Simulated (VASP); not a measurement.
A run of VASP 6.6.1:

File INCAR:

```
SYSTEM = CsBr
ALGO     = Normal         ! electronic algorithm
EDIFF    = 1E-6           ! SCF threshold, eV
ENCUT    = 500            ! plane-wave cutoff, eV
GGA      = PE             ! functional
GGA_COMPAT= .FALSE.      
ISIF     = 2              ! what is computed and relaxed
ISMEAR   = -1             ! smearing method
LASPH    = .TRUE.         ! aspherical terms in the spheres
LCHARG   = .TRUE.         ! write CHGCAR
LELF     = .TRUE.         ! ELF
LREAL    = .FALSE.        ! projectors in reciprocal space
LVHAR    = .TRUE.       
LWAVE    = .FALSE.        ! write WAVECAR
NBANDS   = 15             ! bands
NELM     = 120            ! most SCF steps
PREC     = Accurate       ! precision mode
SIGMA    = 0.1            ! smearing width, eV
```

File KPOINTS:

```
k-points
0
G
  11 11 11
  0 0 0
```

The input POSCAR:

```
CsBr
1.0
    4.3882232698      0.0000000000      0.0000000000
    0.0000000000      4.3882232698      0.0000000000
    0.0000000000      0.0000000000      4.3882232698
Cs Br
1 1
Direct
    0.0000000000      0.0000000000      0.0000000000
    0.5000000000      0.5000000000      0.5000000000
```

Potentials or basis: VASP PAW PBE potentials, release 64 (Cs_sv, Br).

The run is started by

```bash
$ cat potpaw_PBE.64/Cs_sv/POTCAR potpaw_PBE.64/Br/POTCAR > POTCAR
$ mpirun -np 1 vasp_std > vasp.out
```

Hardware: 1 thread of AMD EPYC 7R13 Processor (Zen 3), on a shared host.

Question: Estimate the wall time of this run.

Answer: It took 38 s on 1 thread of AMD EPYC 7R13 Processor (Zen 3), on a shared host, peak memory 0.18 GiB. Counts: scf iterations 12, k points 56.
